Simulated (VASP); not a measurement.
# BN (P6_3/mmc) in VASP: notebook

BN is run at these levels: PBE; tasks: relaxation of the atoms.

All numbers are computed with VASP 6.6.1; they aren't measurements. Logs are shortened: lines on timing, memory, paths and dates and some standing lists are left out, and cuts for length are marked.

## 1. The cell of the first run

The structure is hexagonal, space group P6_3/mmc (No. 194). Conventional cell: a = 2.590 Å, b = 2.590 Å, c = 6.727 Å, α = 90.00°, β = 90.00°, γ = 120.00°. B (site symmetry -6m2) has 3 N at 1.50 Å within 2.0 Å. N (site symmetry -6m2) has 3 B at 1.50 Å within 2.0 Å.

## 2. Relaxation of the atoms, PBE (9.77 Å³/atom)

Input file INCAR:

```
SYSTEM = BN
PREC = Accurate ; ENCUT = 520
EDIFF = 1E-6 ; ISMEAR = -1
SIGMA = 0.02 ; LREAL = .False.
LASPH = .True. ; NELM = 100
ALGO = Normal ; ISIF = 2
LWAVE = .False. ; LCHARG = .False.
GGA = PE ; IBRION = 2
NSW = 80 ; EDIFFG = -0.02
```

Input file KPOINTS:

```
regular mesh
0
Gamma
  13 13 5
  0 0 0
```

Input file POSCAR:

```
BN
1.0
    2.5898165690      0.0000000000      0.0000000000
   -1.2949082845      2.2428469398      0.0000000000
    0.0000000000      0.0000000000      6.7274054023
B N
2 2
Direct
    0.3333333333      0.6666666667      0.2500000000
    0.6666666667      0.3333333333      0.7500000000
    0.3333333333      0.6666666667      0.7500000000
    0.6666666667      0.3333333333      0.2500000000
```

Potentials or basis: VASP PAW PBE potentials, release 64 (B, N).

Command:

```sh
$ cat potpaw_PBE.64/B/POTCAR potpaw_PBE.64/N/POTCAR > POTCAR
$ mpirun -np 1 vasp_std > vasp.out
```

OUTCAR:

```text
SYSTEM = BN
   PREC = Accurate
   ENCUT = 520
   EDIFF = 1E-6
   ISMEAR = -1
   LREAL = .False.
   LASPH = .True.
   NELM = 100
   ISIF = 2
   GGA = PE
   IBRION = 2
   NSW = 80
   EDIFFG = -0.02

 ion  position               nearest neighbor table
   1  0.333  0.667  0.250-   4 1.50   4 1.50   4 1.50
   2  0.667  0.333  0.750-   3 1.50   3 1.50   3 1.50
   3  0.333  0.667  0.750-   2 1.50   2 1.50   2 1.50
   4  0.667  0.333  0.250-   1 1.50   1 1.50   1 1.50

  LATTYP: Found a hexagonal cell.
 ALAT       =     2.5898165690
 C/A-ratio  =     2.5976377952

  Lattice vectors:

 A1 = (   2.5898165690,   0.0000000000,   0.0000000000)
 A2 = (  -1.2949082845,   2.2428469398,   0.0000000000)
 A3 = (   0.0000000000,   0.0000000000,   6.7274054023)

Analysis of symmetry for initial positions (statically):
=====================================================================
 Subroutine PRICEL returns:
 Original cell was already a primitive cell.

 Routine SETGRP: Setting up the symmetry group for a
 hexagonal supercell.

 Subroutine GETGRP returns: Found 24 space group operations
 (whereof 12 operations were pure point group operations)
 out of a pool of 24 trial point group operations.

The static configuration has the point symmetry D_3d.
 The point group associated with its full space group is D_6h.

Analysis of symmetry for dynamics (positions and initial velocities):
=====================================================================
 Subroutine PRICEL returns:
 Original cell was already a primitive cell.

 Routine SETGRP: Setting up the symmetry group for a
 hexagonal supercell.

 Subroutine GETGRP returns: Found 24 space group operations
 (whereof 12 operations were pure point group operations)
 out of a pool of 24 trial point group operations.

The dynamic configuration has the point symmetry D_3d.
 The point group associated with its full space group is D_6h.

 Subroutine INISYM returns: Found 24 space group operations
 (whereof 12 operations are pure point group operations),
 and found     1 'primitive' translations

----------------------------------------------------------------------------------------

                                     Primitive cell

  volume of cell :      39.0766

  direct lattice vectors                    reciprocal lattice vectors
     2.589816569  0.000000000  0.000000000     0.386127733  0.222930950  0.000000000
    -1.294908284  2.242846940  0.000000000     0.000000000  0.445861901  0.000000000
     0.000000000  0.000000000  6.727405402     0.000000000  0.000000000  0.148645717

  length of vectors
     2.589816569  2.589816569  6.727405402     0.445861901  0.445861901  0.148645717

  position of ions in fractional coordinates (direct lattice)
     0.333333333  0.666666667  0.250000000
     0.666666667  0.333333333  0.750000000
     0.333333333  0.666666667  0.750000000
     0.666666667  0.333333333  0.250000000

  ion indices of the primitive-cell ions
   primitive index   ion index
                 1           1
                 2           2
                 3           3
                 4           4

----------------------------------------------------------------------------------------

 KPOINTS: regular mesh

Automatic generation of k-mesh.
 Grid dimensions read from file:
 generate k-points for:   13   13    5

 Generating k-lattice:

  Cartesian coordinates                     Fractional coordinates (reciprocal lattice)
     0.029702133  0.017148535  0.000000000     0.076923077  0.000000000  0.000000000
     0.000000000  0.034297069  0.000000000     0.000000000  0.076923077  0.000000000
     0.000000000  0.000000000  0.029729143     0.000000000  0.000000000  0.200000000

  Length of vectors
     0.034297069  0.034297069  0.029729143

  Shift w.r.t. Gamma in fractional coordinates (k-lattice)
     0.000000000  0.000000000  0.000000000

 Subroutine IBZKPT returns following result:
 ===========================================

 Found     63 irreducible k-points:

 Following reciprocal coordinates:
            Coordinates               Weight
  0.000000  0.000000  0.000000      1.000000
  0.076923 -0.000000  0.000000      6.000000
  0.153846 -0.000000  0.000000      6.000000
  0.230769 -0.000000  0.000000      6.000000
  0.307692 -0.000000  0.000000      6.000000
  0.384615 -0.000000  0.000000      6.000000
[... 16 lines left out ...]
  0.076923 -0.000000  0.200000     12.000000
  0.153846 -0.000000  0.200000     12.000000
 [... further k-points ...]
   k-points           NKPTS =     63   k-points in BZ     NKDIM =     63   number of bands    NBANDS=     12
   number of dos      NEDOS =    301   number of ions     NIONS =      4
   total plane-waves  NPLWV =  20000
   dimension x,y,z NGX =    20 NGY =   20 NGZ =   50
   dimension x,y,z NGXF=    40 NGYF=   40 NGZF=  100
   ions per type =               2   2
   NGX,Y,Z   is equivalent  to a cutoff of  12.84, 12.84, 12.36 a.u.
   NGXF,Y,Z  is equivalent  to a cutoff of  25.68, 25.68, 24.71 a.u.
 SYSTEM =  BN
   PREC   = accura    normal or accurate (medium, high low for compatibility)
   ISTART =      0    job   : 0-new  1-cont  2-samecut
   ICHARG =      2    charge: 1-file 2-atom 10-const
   ISPIN  =      1    spin polarized calculation?
   LNONCOLLINEAR =      F non collinear calculations
   LSORBIT =      F    spin-orbit coupling
   LASPH  =      T    aspherical Exc in radial PAW
   ENCUT  =  520.0 eV  38.22 Ry    6.18 a.u.   4.82  4.82 12.51*2*pi/ulx,y,z
   NELM   =    100;   NELMIN=  2; NELMDL= -5     # of ELM steps
   EDIFF  = 0.1E-05   stopping-criterion for ELM
   LREAL  =      F    real-space projection
   EDIFFG = -.2E-01   stopping-criterion for IOM
   NSW    =     80    number of steps for IOM
   IBRION =      2    ionic relax: 0-MD 1-quasi-New 2-CG
   NFREE  =      1    steps in history (QN), initial steepest desc. (CG)
   ISIF   =      2    stress and relaxation
   ISYM   =      2    0-nonsym 1-usesym 2-fastsym
   POTIM  = 0.5000    time-step for ionic-motion
   TEBEG  =    0.0;   TEEND  =   0.0 temperature during run
   PSTRESS=    0.0 pullay stress
   NELECT =      16.0000    total number of electrons
   NUPDOWN=      -1.0000    fix difference up-down
   EMIN   =  10.00;   EMAX   =-10.00  energy-range for DOS
   EFERMI =   0.00;   METHOD = LEGACY
   ISMEAR =    -1;   SIGMA  =   0.02  broadening in eV -4-tet -1-fermi 0-gaus
   EFERMI_NEDOS =   21; number of points for ismear=-14 and -15
   IALGO  =     38    algorithm
   IMIX   =      4    mixing-type and parameters
     AMIX     =   0.40;   BMIX     =  1.00
     AMIX_MAG =   1.60;   BMIX_MAG =  1.00
  volume/ion in A,a.u.               =       9.77        65.93
  Fermi-wavevector in a.u.,A,eV,Ry     =   1.215652  2.297250 20.106836  1.477811
  Thomas-Fermi vector in A             =   2.351032
   LORBIT       =      0    0 simple, 1 ext, 2 COOP (PROOUT), +10 PAW based schemes
   GGA     = PE    functional components
   LHFCALC =     F    Hartree Fock is set to
   AEXX    =    0.0000 exact exchange contribution
   IVDW    =     0    specifies the selected vdW correction
   LEPSILON=     F    determine dielectric tensor
   LRPA    =     F    only Hartree local field effects (RPA)
 conjugate gradient relaxation of ions
 non-spin polarized calculation
  energy-cutoff  :      520.00
  volume of cell :       39.08
 maximum number of plane-waves:      1066
 NGX is ok and might be reduce to    20
   NGX =  9   NGY =  9   NGZ = 25

 number of electron      16.0000000 magnetization

 Free energy of the ion-electron system (eV)
  ---------------------------------------------------
  ext. energy  EPLUGINS =         0.00000000
  ---------------------------------------------------
  free energy    TOTEN  =       -34.95643570 eV

  energy without entropy =      -34.95643570  energy(sigma->0) =      -34.95643570

 E-fermi :   2.2638     XC(G=0):  -9.7796

 val. band max:        1.7979483877   @ k =   0.3077   0.3077   0.0000
 cond. band min:       5.9227284559   @ k =   0.4615   0.0769   0.0000
 fundamental gap:      4.1247800682
 Fermi energy:         2.2637686033

 k-point     1 :       0.0000    0.0000    0.0000
  band No.  band energies     occupation
      1     -15.4478      2.00000
      2     -15.1726      2.00000
      3      -3.9280      2.00000
      4      -1.8689      2.00000
      5       0.3176      2.00000
      6       0.3176      2.00000
      7       0.3565      2.00000
      8       0.3565      2.00000
      9       6.8808      0.00000
     10      11.5290      0.00000
     11      12.2561      0.00000
     12      12.4800      0.00000

 k-point     2 :       0.0769   -0.0000    0.0000
  band No.  band energies     occupation
      1     -15.3405      2.00000
      2     -15.0689      2.00000
      3      -3.7815      2.00000
      4      -1.7389      2.00000
      5      -0.1433      2.00000
      6      -0.1094      2.00000
      7       0.1161      2.00000
      8       0.1586      2.00000
      9       7.0980      0.00000
     10      11.4263      0.00000
     11      12.1612      0.00000
     12      12.4779      0.00000

 k-point     3 :       0.1538   -0.0000    0.0000
  band No.  band energies     occupation
      1     -15.0238      2.00000
      2     -14.7634      2.00000
      3      -3.3466      2.00000
      4      -1.3559      2.00000
      5      -1.3273      2.00000
      6      -1.2894      2.00000
      7      -0.3896      2.00000
      8      -0.3396      2.00000
      9       7.6527      0.00000
     10      11.0534      0.00000
     11      11.8087      0.00000
     12      12.1874      0.00000
[... 286 lines left out ...]
 k-point    23 :       0.0769   -0.0000    0.2000
  band No.  band energies     occupation
      1     -15.3160      2.00000
      2     -15.0963      2.00000
      3      -3.6212      2.00000
      4      -1.9862      2.00000
      5      -0.1390      2.00000
      6      -0.1101      2.00000
      7       0.1201      2.00000
      8       0.1545      2.00000
      9       7.5116      0.00000
     10      10.9160      0.00000
     11      12.2877      0.00000
     12      12.4818      0.00000

 k-point    24 :       0.1538   -0.0000    0.2000
  band No.  band energies     occupation
      1     -15.0002      2.00000
      2     -14.7895      2.00000
      3      -3.1916      2.00000
      4      -1.6193      2.00000
      5      -1.3186      2.00000
      6      -1.2661      2.00000
      7      -0.3849      2.00000
      8      -0.3444      2.00000
      9       8.0313      0.00000
     10      10.7717      0.00000
     11      11.8764      0.00000
     12      12.1590      0.00000

 [... further k-points ...]

------------------------ aborting loop because EDIFF is reached ----------------------------------------

  FORCE on cell =-STRESS in cart. coord.  units (eV):
  Direction    XX          YY          ZZ          XY          YZ          ZX
  --------------------------------------------------------------------------------------
  -------------------------------------------------------------------------------------
  Total       -6.7665912     -6.7665912      0.5297399      0.0000000      0.0000000      0.0000000
  in kB     -277.4369348   -277.4369348     21.7198585      0.0000000      0.0000000      0.0000000
  external PRESSURE =    -177.7180037 kB  Pullay stress =       0.0000000 kB

 VOLUME and BASIS-vectors are now :
 -----------------------------------------------------------------------------
  energy-cutoff  :      520.00
  volume of cell :       39.08
      direct lattice vectors                 reciprocal lattice vectors
     2.589816569  0.000000000  0.000000000     0.386127733  0.222930950  0.000000000
    -1.294908284  2.242846940  0.000000000     0.000000000  0.445861901  0.000000000
     0.000000000  0.000000000  6.727405402     0.000000000  0.000000000  0.148645717

 POSITION                                       TOTAL-FORCE (eV/Angst)
 -----------------------------------------------------------------------------------
     -0.00000      1.49523      1.68185        -0.000000      0.000000      0.000000
      1.29491      0.74762      5.04555         0.000000      0.000000      0.000000
     -0.00000      1.49523      5.04555         0.000000     -0.000000      0.000000
      1.29491      0.74762      1.68185         0.000000      0.000000      0.000000
 -----------------------------------------------------------------------------------
    total drift:                               -0.000000      0.000000      0.000000

  FREE ENERGIE OF THE ION-ELECTRON SYSTEM (eV)
  ---------------------------------------------------
  free  energy   TOTEN  =       -34.9564356989 eV

  energy  without entropy=      -34.9564356989  energy(sigma->0) =      -34.95643570

 reached required accuracy - stopping structural energy minimisation
```

Run time: 14 s. Hardware: 1 thread of AMD EPYC 9R45 (Zen 5), shared host; peak memory 0.13 GiB.

Results:

```
Free energy             : -34.9564 eV
Pressure after relaxing : -17.8 GPa
Band gap on the k mesh  : 4.12 eV (least direct gap 4.42 eV)
```

Stress tensor (GPa, compression positive):
```
-27.74   0.00   0.00
  0.00 -27.74   0.00
  0.00   0.00   2.17
```

Final structure:
```
B N
1.0
     2.58982    0.00000    0.00000
    -1.29491    2.24285    0.00000
     0.00000    0.00000    6.72741
B N
2 2
Direct
  0.33333 0.66667 0.25000
  0.66667 0.33333 0.75000
  0.33333 0.66667 0.75000
  0.66667 0.33333 0.25000
```

Caveat: the relaxation stopped at its first step, so nothing moved; an odd mesh through Γ misses points on the zone boundary, where band edges can lie; this functional lacks dispersion, which binds the layers, so the pressure and a relaxed spacing across them are unreliable.

[end of part 1 of 2]
